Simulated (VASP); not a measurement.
Wanted: the native input for a VASP 6.6.1 run.

```yaml
Task: single point
Functional: PBEsol
Potentials_or_basis: VASP PAW PBE potentials, release 64 (Mn_sv, O)
Cutoff: 600 eV
k_mesh: 11 × 11 × 6
Occupations: gaussian, width 0.1 eV
Spin: collinear spin, ferromagnetic start
Starting_moments: "[4.0, 0.0, 0.0] μB"
Dipole_correction: no
Further_INCAR_settings: ALGO = Normal; EDIFF = 1e-06; NBANDS = 24
```

The structure of MnO2 lies in POSCAR:

```
MnO2
1.0
    2.8565781804      0.0000000000      0.0000000000
   -1.4282890902      2.4738692722      0.0000000000
    0.0000000000      0.0000000000      4.6013740589
Mn O
1 2
Direct
    0.0000000000      0.0000000000      0.5000000000
    0.3333333333      0.6666666667      0.7062925700
    0.6666666667      0.3333333333      0.2937074300
```

One way to write it, as run:

INCAR

```
ALGO = Normal
EDIFF = 1E-6
ENCUT = 600
GGA = PS
GGA_COMPAT = F
ISIF = 2
ISMEAR = 0
ISPIN = 2
LASPH = T
LCHARG = F
LMAXMIX = 4
LORBIT = 11
LREAL = F
LWAVE = F
MAGMOM = 4 0 0
NBANDS = 24
NELM = 200
PREC = Accurate
SIGMA = 0.1
```

KPOINTS

```
k-points
0
Gamma
  11 11 6
```

Potentials or basis: VASP PAW PBE potentials, release 64 (Mn_sv, O).

Launch:

```sh
$ cat potpaw_PBE.64/Mn_sv/POTCAR potpaw_PBE.64/O/POTCAR > POTCAR
$ mpirun -np 1 vasp_std > vasp.out
```

It gave:

| Quantity | Value |
| --- | --- |
| Pressure | -3.2 GPa |
| Largest force | 0.171 eV/Å |
| Band gap on the k mesh | 0.72 eV (least direct gap 0.77 eV) |
| Net moment | 3.00 μB per cell |
| Site moments | Mn +2.72; O +0.04 μB |
| Valence electrons inside the program's atomic spheres | Mn 12.78; O 4.98 |

Caveat: the cell stands under tension; the PAW data sets were made with another functional, which shifts forces and pressure a little; an odd mesh through Γ misses points on the zone boundary, where band edges can lie; a cell with one magnetic atom can't hold antiferromagnetic order, which such compounds often take.

Run time: 100 s on 1 thread of AMD EPYC 9R45 96-Core Processor (Zen 5), with other jobs on the host, peak memory 0.23 GiB.
